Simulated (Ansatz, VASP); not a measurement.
# Two plane-wave programs on PtSe3

```
Pt Se
1.0
     4.24430    0.00000    0.00000
     0.00000    4.24430    0.00000
     0.00000    0.00000    4.24430
Pt Se
1 3
Cartesian
  0.0000 0.0000 0.0000
  0.0000 2.1222 2.1222
  2.1222 0.0000 2.1222
  2.1222 2.1222 0.0000
```

Alike in both runs: functional PBE; k mesh 4 × 4 × 4; occupations gaussian, width 0.1 eV; no spin polarisation.

Ansatz relaxed the structure, and its values are those at the end. VASP's run is a single point on that final structure, the one shown.

```csv
,VASP,Ansatz
version,VASP 6.6.1,Ansatz 0.2.0
potentials or method,"VASP PAW PBE potentials, release 64 (Pt, Se), cutoff 520 eV","scalar-relativistic, plane waves, PAW"
valence electrons in the cell,28,66
```

Ansatz gave:

| Item | Value |
| --- | --- |
| gap on the k mesh at the Fermi level (eV) | none |
| pressure (GPa) | -0.1 |

Q: Which values does VASP return?

A: gap on the k mesh at the Fermi level (eV): none; pressure (GPa): -0.2.

A gap of «none» marks a metal or a gap that the smearing closes. The functional is the same, so the differences come from potentials, cutoffs and numerics. VASP's potentials hold 28 valence electrons a cell and Ansatz's 66, so a difference there can come from the potentials and not from the codes.

The k mesh is coarse, so the values compare programs but aren't converged. Spin-orbit coupling is off throughout.
